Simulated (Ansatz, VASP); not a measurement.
## One calculation of GdN, two programs

```
Gd N
1.0
     3.35297    0.00000    0.00000
    -1.67649    2.90376    0.04356
     0.00000    0.04574    3.04953
Gd N
1 1
Direct
  0.00000 0.00000 0.00000
  0.66667 0.33333 0.50000
```

Change from the starting cell: strain e4 = +0.03, atoms carried along.

Alike in both runs: task single point; functional PBEsol; k mesh 10 × 10 × 10; occupations gaussian, width 0.05 eV; collinear spin.

```csv
,VASP,Ansatz
version,VASP 6.6.1,Ansatz 0.2.0
potentials or method,"VASP PAW PBE potentials, release 64 (Gd, N), cutoff 520 eV","scalar-relativistic, plane waves, PAW"
valence electrons in the cell,23,23
```

```csv
,VASP,Ansatz,Ansatz less VASP
gap on the k mesh at the Fermi level (eV),none,none,-
pressure (GPa),0.4,0.1,-0.24
"traceless stress, the component that is largest in VASP (GPa)",0.73,0.75,+0.019
rms of the force components (eV/Å),0.006,0.006,-0.0002
net moment per atom (μB),3.50,3.50,0.000
size of the moment on the site where the two differ most (μB),6.79,6.82,+0.028
```

VASP's potentials were made for PBE, not for PBEsol. Site moments also hang on the region over which each program counts them. Atom by atom the forces differ by 0.000 eV/Å (rms over components). A gap of «none» marks a metal or a gap that the smearing closes.

Spin-orbit coupling is off throughout.
